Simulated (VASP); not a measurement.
## Au: single point with PBE

The system is Au.

```
Au
1.0
     2.87143    0.00000    0.00000
    -1.43571    2.48673    0.00000
     0.00000    0.00000    4.97760
Au
2
Direct
  0.33333 0.66667 0.75000
  0.66667 0.33333 0.25000
```

This cell differs from its parent crystal: z stretched by +2 % at fixed volume.

```json
{"Program": "VASP 6.6.1", "Task": "single point", "Functional": "PBE", "Potentials or basis": "VASP PAW PBE potentials, release 64 (Au)", "Cutoff": "520 eV", "k mesh": "14 × 14 × 8", "Occupations": "fermi-dirac, width 0.03 eV", "Spin": "no spin polarisation", "Dipole correction": "no", "Further INCAR settings": "ALGO = Normal; EDIFF = 1e-06; NBANDS = 18"}
```

- Pressure: 2.1 GPa
- Band gap on the k mesh: zero (band 11 reaches 12.67 eV, above the bottom of band 12 at 6.22 eV)

Stress tensor (GPa, compression positive):
```
2.93 0.00 0.00
0.00 2.93 0.00
0.00 0.00 0.56
```

Levels at points of the mesh, in eV from the Fermi level:
| k point | band 7 | band 8 | band 9 | band 10 | band 11 | band 12 | band 13 | band 14 | band 15 | band 16 |
| --- | --- | --- | --- | --- | --- | --- | --- | --- | --- | --- |
| (0.00, 0.00, 0.00) | -4.20 | -3.34 | -3.34 | -2.22 | -2.22 | -1.20 | 2.04 | 14.73 | 15.03 | 16.66 |
| (0.50, 0.00, 0.00) | -3.51 | -2.08 | -1.82 | -1.68 | 0.39 | 1.59 | 5.40 | 6.87 | 6.94 | 10.55 |
| (0.00, 0.00, 0.50) | -4.46 | -4.46 | -2.63 | -2.63 | -2.63 | -2.63 | 9.61 | 9.61 | 15.02 | 15.02 |
| (0.50, 0.00, 0.50) | -2.43 | -2.43 | -1.74 | -1.74 | 0.52 | 0.52 | 3.79 | 3.79 | 12.54 | 12.54 |

Wall time 29 s on 1 thread of Intel Xeon 6975P-C (shared host), peak memory 0.21 GiB.

Caveat: spin-orbit coupling is left out, which moves the levels of the heavy elements.
